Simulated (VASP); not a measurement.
Cu:

```
Cu
1.0
     0.00000    1.80750    1.80750
     1.80750    0.00000    1.80750
     1.80750    1.80750    0.00000
Cu
1
Direct
  0.00000 0.00000 0.00000
```

Program: VASP 6.6.1. Alike in all runs: task single point; no spin polarisation; cell as given; smearing fermi-dirac 0.05 eV.

Question: Order these runs on this cell by their pressure, lowest first.
A. level r2SCAN+rVV10; potentials or basis VASP PAW PBE potentials, release 64 (Cu_sv_GW); k mesh 13 × 13 × 13; cutoff (eV) 900
B. level LDA; potentials or basis VASP PAW LDA potentials, release 64 (Cu_sv_GW); k mesh 13 × 13 × 13; cutoff (eV) 820
C. level PBE; potentials or basis VASP PAW PBE potentials, release 64 (Cu_sv_GW); k mesh 7 × 7 × 7; cutoff (eV) 820

Answer: B (-13.4 GPa), A (-6.9 GPa), C (0.2 GPa).

Caveats: some runs use coarse meshes; the cell stands under tension (at least some runs); the PAW data sets were made with another functional, which shifts forces and pressure a little (at least some runs).
